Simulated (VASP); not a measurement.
# ZnO (P6_3mc) in VASP: further runs

ZnO is run at these levels: PBE, revPBE; tasks: single point.

All numbers are computed with VASP 6.6.1; they aren't measurements. Logs are shortened: lines on timing, memory, paths and dates and some standing lists are left out, and cuts for length are marked.

**1. The cell of the first run**

The structure is hexagonal, space group P6_3mc (No. 186). The conventional cell has a = 3.220 Å, b = 3.220 Å, c = 5.196 Å, α = 90.00°, β = 90.00°, γ = 120.00°. Within 2.6 Å of Zn (site symmetry 3m) lie 4 O at 1.96 to 1.97 Å. Within 2.6 Å of O (site symmetry 3m) lie 4 Zn at 1.96 to 1.97 Å.

**2. Single point, PBE**

The input, INCAR:

```
PREC = Accurate ; ENCUT = 910
EDIFF = 1E-6 ; ISMEAR = 0
SIGMA = 0.02 ; LREAL = False
LASPH = True ; NELM = 120
ALGO = Normal ; ISIF = 2
LWAVE = False ; LCHARG = False
GGA = PE ; NBANDS = 26
GGA_COMPAT = False
```

The input, KPOINTS:

```
regular mesh
0
Gamma
  12 12 6
```

The input, POSCAR:

```
ZnO
1.0
    3.2201550583      0.0000000000      0.0000000000
   -1.6100775292      2.7887360846      0.0000000000
    0.0000000000      0.0000000000      5.1964137782
Zn O
2 2
Direct
    0.6666666667      0.3333333333      0.5006166263
    0.3333333333      0.6666666667      0.0006166263
    0.6666666667      0.3333333333      0.8796933737
    0.3333333333      0.6666666667      0.3796933737
```

Potentials or basis: VASP PAW PBE potentials, release 64 (Zn, O_h).

The run is started by

```bash
cat potpaw_PBE.64/Zn/POTCAR potpaw_PBE.64/O_h/POTCAR > POTCAR
mpirun -np 1 vasp_std > vasp.out
```

OUTCAR:

```text
PREC = Accurate
   ENCUT = 910
   EDIFF = 1E-6
   ISMEAR = 0
   LREAL = False
   LASPH = True
   NELM = 120
   ISIF = 2
   GGA = PE

 ion  position               nearest neighbor table
   1  0.667  0.333  0.501-   4 1.96   4 1.96   4 1.96   3 1.97
   2  0.333  0.667  0.001-   3 1.96   3 1.96   3 1.96   4 1.97
   3  0.667  0.333  0.880-   2 1.96   2 1.96   2 1.96   1 1.97
   4  0.333  0.667  0.380-   1 1.96   1 1.96   1 1.96   2 1.97

  LATTYP: Found a hexagonal cell.
 ALAT       =     3.2201550583
 C/A-ratio  =     1.6137153908

  Lattice vectors:

 A1 = (   3.2201550583,   0.0000000000,   0.0000000000)
 A2 = (  -1.6100775292,   2.7887360846,   0.0000000000)
 A3 = (   0.0000000000,   0.0000000000,   5.1964137782)

Analysis of symmetry for initial positions (statically):
=====================================================================
 Subroutine PRICEL returns:
 Original cell was already a primitive cell.

 Routine SETGRP: Setting up the symmetry group for a
 hexagonal supercell.

 Subroutine GETGRP returns: Found 12 space group operations
 (whereof  6 operations were pure point group operations)
 out of a pool of 24 trial point group operations.

The static configuration has the point symmetry C_3v.
 The point group associated with its full space group is C_6v.

Analysis of symmetry for dynamics (positions and initial velocities):
=====================================================================
 Subroutine PRICEL returns:
 Original cell was already a primitive cell.

 Routine SETGRP: Setting up the symmetry group for a
 hexagonal supercell.

 Subroutine GETGRP returns: Found 12 space group operations
 (whereof  6 operations were pure point group operations)
 out of a pool of 24 trial point group operations.

The dynamic configuration has the point symmetry C_3v.
 The point group associated with its full space group is C_6v.

 Subroutine INISYM returns: Found 12 space group operations
 (whereof  6 operations are pure point group operations),
 and found     1 'primitive' translations

----------------------------------------------------------------------------------------

                                     Primitive cell

  volume of cell :      46.6646

  direct lattice vectors                    reciprocal lattice vectors
     3.220155058  0.000000000  0.000000000     0.310544052  0.179292692  0.000000000
    -1.610077529  2.788736085  0.000000000     0.000000000  0.358585384  0.000000000
     0.000000000  0.000000000  5.196413778     0.000000000  0.000000000  0.192440410

  length of vectors
     3.220155058  3.220155058  5.196413778     0.358585384  0.358585384  0.192440410

  position of ions in fractional coordinates (direct lattice)
     0.666666667  0.333333333  0.500616626
     0.333333333  0.666666667  0.000616626
     0.666666667  0.333333333  0.879693374
     0.333333333  0.666666667  0.379693374

  ion indices of the primitive-cell ions
   primitive index   ion index
                 1           1
                 2           2
                 3           3
                 4           4

----------------------------------------------------------------------------------------

 KPOINTS: regular mesh

Automatic generation of k-mesh.
 Grid dimensions read from file:
 generate k-points for:   12   12    6

 Generating k-lattice:

  Cartesian coordinates                     Fractional coordinates (reciprocal lattice)
     0.025878671  0.014941058  0.000000000     0.083333333  0.000000000  0.000000000
     0.000000000  0.029882115  0.000000000     0.000000000  0.083333333  0.000000000
     0.000000000  0.000000000  0.032073402     0.000000000  0.000000000  0.166666667

  Length of vectors
     0.029882115  0.029882115  0.032073402

  Shift w.r.t. Gamma in fractional coordinates (k-lattice)
     0.000000000  0.000000000  0.000000000

 Subroutine IBZKPT returns following result:
 ===========================================

 Found     76 irreducible k-points:

 Following reciprocal coordinates:
            Coordinates               Weight
  0.000000  0.000000  0.000000      1.000000
  0.083333  0.000000  0.000000      6.000000
  0.166667  0.000000  0.000000      6.000000
  0.250000  0.000000  0.000000      6.000000
  0.333333 -0.000000  0.000000      6.000000
  0.416667 -0.000000  0.000000      6.000000
[... 16 lines left out ...]
  0.250000  0.000000  0.166667     12.000000
  0.333333 -0.000000  0.166667     12.000000
 [... further k-points ...]
   k-points           NKPTS =     76   k-points in BZ     NKDIM =     76   number of bands    NBANDS=     26
   number of dos      NEDOS =    301   number of ions     NIONS =      4
   total plane-waves  NPLWV =  55296
   dimension x,y,z NGX =    32 NGY =   32 NGZ =   54
   dimension x,y,z NGXF=    64 NGYF=   64 NGZF=  108
   ions per type =               2   2
   NGX,Y,Z   is equivalent  to a cutoff of  16.52, 16.52, 17.28 a.u.
   NGXF,Y,Z  is equivalent  to a cutoff of  33.04, 33.04, 34.55 a.u.
 SYSTEM =  unknown system
   PREC   = accura    normal or accurate (medium, high low for compatibility)
   ISTART =      0    job   : 0-new  1-cont  2-samecut
   ICHARG =      2    charge: 1-file 2-atom 10-const
   ISPIN  =      1    spin polarized calculation?
   LNONCOLLINEAR =      F non collinear calculations
   LSORBIT =      F    spin-orbit coupling
   LASPH  =      T    aspherical Exc in radial PAW
   ENCUT  =  910.0 eV  66.88 Ry    8.18 a.u.   7.92  7.92 12.78*2*pi/ulx,y,z
   NELM   =    120;   NELMIN=  2; NELMDL= -5     # of ELM steps
   EDIFF  = 0.1E-05   stopping-criterion for ELM
   LREAL  =      F    real-space projection
   EDIFFG = 0.1E-04   stopping-criterion for IOM
   NSW    =      0    number of steps for IOM
   IBRION =     -1    ionic relax: 0-MD 1-quasi-New 2-CG
   NFREE  =      0    steps in history (QN), initial steepest desc. (CG)
   ISIF   =      2    stress and relaxation
   ISYM   =      2    0-nonsym 1-usesym 2-fastsym
   POTIM  = 0.5000    time-step for ionic-motion
   TEBEG  =    0.0;   TEEND  =   0.0 temperature during run
   PSTRESS=    0.0 pullay stress
   NELECT =      36.0000    total number of electrons
   NUPDOWN=      -1.0000    fix difference up-down
   EMIN   =  10.00;   EMAX   =-10.00  energy-range for DOS
   EFERMI =   0.00;   METHOD = LEGACY
   ISMEAR =     0;   SIGMA  =   0.02  broadening in eV -4-tet -1-fermi 0-gaus
   EFERMI_NEDOS =   21; number of points for ismear=-14 and -15
   IALGO  =     38    algorithm
   IMIX   =      4    mixing-type and parameters
     AMIX     =   0.40;   BMIX     =  1.00
     AMIX_MAG =   1.60;   BMIX_MAG =  1.00
  volume/ion in A,a.u.               =      11.67        78.73
  Fermi-wavevector in a.u.,A,eV,Ry     =   1.501457  2.837343 30.672626  2.254374
  Thomas-Fermi vector in A             =   2.612826
   LORBIT       =      0    0 simple, 1 ext, 2 COOP (PROOUT), +10 PAW based schemes
   GGA     = PE    functional components
   LHFCALC =     F    Hartree Fock is set to
   AEXX    =    0.0000 exact exchange contribution
   IVDW    =     0    specifies the selected vdW correction
   LEPSILON=     F    determine dielectric tensor
   LRPA    =     F    only Hartree local field effects (RPA)
 non-spin polarized calculation
 Gauss-broadening in eV      SIGMA  =   0.02
  energy-cutoff  :      910.00
  volume of cell :       46.66
 maximum number of plane-waves:      2934
 NGX is ok and might be reduce to    32
   NGX = 15   NGY = 15   NGZ = 25

 number of electron      35.9999998 magnetization

 Free energy of the ion-electron system (eV)
  ---------------------------------------------------
  ext. energy  EPLUGINS =         0.00000000
  ---------------------------------------------------
  free energy    TOTEN  =       -17.79243255 eV

  energy without entropy =      -17.79243255  energy(sigma->0) =      -17.79243255

 E-fermi :   1.8637     XC(G=0): -11.0214

 val. band max:        1.7185833229   @ k =   0.0000   0.0000   0.0000
 cond. band min:       2.5289206871   @ k =   0.0000   0.0000   0.0000
 fundamental gap:      0.8103373642
 Fermi energy:         1.8637044684

 k-point     1 :       0.0000    0.0000    0.0000
  band No.  band energies     occupation
      1     -16.5399      2.00000
      2     -15.7896      2.00000
      3      -4.0872      2.00000
      4      -4.0800      2.00000
      5      -4.0800      2.00000
      6      -4.0336      2.00000
[... 18 lines left out ...]
     25      16.0260      0.00000
     26      16.0260      0.00000

 k-point     2 :       0.0833    0.0000    0.0000
  band No.  band energies     occupation
      1     -16.4998      2.00000
      2     -15.7716      2.00000
      3      -4.1317      2.00000
      4      -4.0568      2.00000
      5      -4.0275      2.00000
      6      -4.0064      2.00000
[... 18 lines left out ...]
     25      15.9463      0.00000
     26      16.1223      0.00000

 k-point     3 :       0.1667    0.0000    0.0000
  band No.  band energies     occupation
      1     -16.3871      2.00000
      2     -15.7237      2.00000
      3      -4.2458      2.00000
      4      -3.9958      2.00000
      5      -3.9737      2.00000
      6      -3.9151      2.00000
[... 18 lines left out ...]
     25      15.8968      0.00000
     26      16.2162      0.00000

 k-point     4 :       0.2500    0.0000    0.0000
  band No.  band energies     occupation
      1     -16.2235      2.00000
      2     -15.6630      2.00000
      3      -4.3615      2.00000
      4      -4.0016      2.00000
      5      -3.9208      2.00000
      6      -3.8059      2.00000
[... 18 lines left out ...]
     25      15.2155      0.00000
     26      16.0620      0.00000
[... 496 lines left out ...]
      1     -16.3442      2.00000
      2     -15.7695      2.00000
      3      -4.2807      2.00000
      4      -4.1105      2.00000
      5      -3.9856      2.00000
      6      -3.9418      2.00000
[... 18 lines left out ...]
     25      15.0493      0.00000
     26      15.9977      0.00000

 k-point    23 :       0.2500    0.0000    0.1667
  band No.  band energies     occupation
      1     -16.1863      2.00000
      2     -15.7006      2.00000
      3      -4.3943      2.00000
      4      -4.1199      2.00000
      5      -3.9060      2.00000
      6      -3.8284      2.00000
[... 18 lines left out ...]
     25      15.2154      0.00000
     26      15.9297      0.00000

 k-point    24 :       0.3333   -0.0000    0.1667
  band No.  band energies     occupation
      1     -16.0135      2.00000
      2     -15.6407      2.00000
      3      -4.4528      2.00000
      4      -4.1584      2.00000
      5      -3.8386      2.00000
      6      -3.6922      2.00000
[... 18 lines left out ...]
     25      15.2678      0.00000
     26      15.8944      0.00000

 [... further k-points ...]
[... 5 lines left out ...]
  --------------------------------------------------------------------------------------
  -------------------------------------------------------------------------------------
  Total        2.5833600      2.5833600      2.5770570     -0.0000000      0.0000000      0.0000000
  in kB       88.6967264     88.6967264     88.4803192     -0.0000000      0.0000000      0.0000000
  external PRESSURE =      88.6245907 kB  Pullay stress =       0.0000000 kB

 VOLUME and BASIS-vectors are now :
 -----------------------------------------------------------------------------
  energy-cutoff  :      910.00
  volume of cell :       46.66
      direct lattice vectors                 reciprocal lattice vectors
     3.220155058  0.000000000  0.000000000     0.310544052  0.179292692  0.000000000
    -1.610077529  2.788736085  0.000000000     0.000000000  0.358585384  0.000000000
     0.000000000  0.000000000  5.196413778     0.000000000  0.000000000  0.192440410

 POSITION                                       TOTAL-FORCE (eV/Angst)
 -----------------------------------------------------------------------------------
      1.61008      0.92958      2.60141         0.000000     -0.000000      0.001276
     -0.00000      1.85916      0.00320        -0.000000      0.000000      0.001276
      1.61008      0.92958      4.57125         0.000000      0.000000     -0.001276
     -0.00000      1.85916      1.97304        -0.000000      0.000000     -0.001276
 -----------------------------------------------------------------------------------
    total drift:                               -0.000000      0.000000      0.000264

  FREE ENERGIE OF THE ION-ELECTRON SYSTEM (eV)
  ---------------------------------------------------
  free  energy   TOTEN  =       -17.7924325492 eV

  energy  without entropy=      -17.7924325492  energy(sigma->0) =      -17.79243255
```

It took 80 s on 1 thread of Intel Xeon 6975P-C (Granite Rapids), shared host; peak memory 0.34 GiB.

Results:

```
Free energy            : -17.7924 eV
Pressure               : 8.9 GPa
Band gap on the k mesh : 0.81 eV, direct
```

Caveat: the cutoff is under 1.25 times the usual one of these potentials, so pressure, stress and relaxed cells hold a basis-set (Pulay) error. PBE gaps usually lie below the measured ones, often by a third to a half.

[end of part 1 of 2]
